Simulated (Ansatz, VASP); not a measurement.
## One calculation of TiAl, two programs

```
CELL_PARAMETERS angstrom
0.00000 -3.15647 0.00000
0.00000 0.00000 -3.15647
10.21942 0.00000 0.00000
ATOMIC_POSITIONS crystal
Ti 0.00000 0.00000 0.23164
Ti 0.00000 0.00000 0.54051
Ti 0.00000 0.00000 0.84938
Al 0.50000 0.50000 0.07720
Al 0.50000 0.50000 0.38607
Al 0.50000 0.50000 0.69494
```

Alike in both runs: task single point; functional PBEsol; k mesh 19 × 19 × 7; occupations gaussian, width 0.15 eV; no spin polarisation.

|  | VASP | Ansatz |
| --- | --- | --- |
| version | VASP 6.6.1 | Ansatz 0.2.0 |
| potentials or method | VASP PAW PBE potentials, release 64 (Ti_sv, Al), cutoff 520 eV | scalar-relativistic, plane waves, PAW |
| valence electrons in the cell | 45 | 45 |

VASP gave:

| Quantity | Value |
| --- | --- |
| gap on the k mesh at the Fermi level (eV) | none |
| pressure (GPa) | -4.6 |
| traceless stress, the component that is largest in VASP (GPa) | 2.25 |
| rms of the force components (eV/Å) | 0.421 |

**Question.** Estimate Ansatz's values.

**Answer.** gap on the k mesh at the Fermi level (eV): none; pressure (GPa): -4.7; traceless stress, the component that is largest in VASP (GPa): 2.26; rms of the force components (eV/Å): 0.418.

VASP's potentials were made for PBE, not for PBEsol. Atom by atom the forces differ by 0.002 eV/Å (rms over components). A gap of «none» marks a metal or a gap that the smearing closes. With one functional, cell and mesh, what is left measures potentials, basis and numerics.
